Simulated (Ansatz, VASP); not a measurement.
# NbCd3 in VASP and in Ansatz

```xyz
4
Lattice="4.2150 -0.0421 -0.0421 -0.0421 4.2150 -0.0421 -0.0421 -0.0421 4.2150" Properties=species:S:1:pos:R:3 pbc="T T T"
Nb    0.0000    0.0000    0.0000
Cd   -0.0421    2.0864    2.0864
Cd    2.0864   -0.0421    2.0864
Cd    2.0864    2.0864   -0.0421
```

Change from the starting cell: equal xy, yz and zx shear strains of -2 %.

Alike in both runs: task single point; functional LDA; k mesh 9 × 9 × 9; occupations fermi-dirac, width 0.08 eV; no spin polarisation.

|  | VASP | Ansatz |
| --- | --- | --- |
| version | VASP 6.6.1 | Ansatz 0.2.0 |
| potentials or method | VASP PAW LDA potentials, release 64 (Nb_sv, Cd), cutoff 520 eV | all-electron LAPW, scalar-relativistic |

|  | VASP | Ansatz | Ansatz less VASP |
| --- | --- | --- | --- |
| pressure (GPa) | -1.5 | -2.4 | -0.84 |
| traceless stress, the component that is largest in VASP (GPa) | 1.44 | 1.40 | -0.035 |

LDA's correlation is that of Perdew and Zunger in VASP and of Perdew and Wang (1992) in Ansatz. Ansatz ran all-electron here, and VASP with PAW potentials.
